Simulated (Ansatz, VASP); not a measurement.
## One calculation of N, two programs

```
N
1.0
    13.00000    0.00000    0.00000
     0.00000   13.30000    0.00000
     0.00000    0.00000   13.60000
N
2
Direct
  0.45731 0.50000 0.50000
  0.54269 0.50000 0.50000
```

Alike in both runs: task relaxation of the atoms; functional PBE; k mesh 1 × 1 × 1; occupations gaussian, width 0.01 eV; no spin polarisation.

|  | VASP | Ansatz |
| --- | --- | --- |
| version | VASP 6.6.1 | Ansatz 0.2.0 |
| potentials or method | VASP PAW PBE potentials, release 64 (N), cutoff 520 eV | scalar-relativistic, plane waves, PAW |
| valence electrons in the cell | 10 | 10 |

```tsv
	VASP	Ansatz	Ansatz less VASP
gap on the k mesh at the Fermi level, each at its own relaxed structure (eV)	8.07	8.24	+0.175
```

Ansatz's warnings: stress scf threshold loose.

Noted on VASP's run: the standard files for N, O and F lose accuracy on very short bonds.
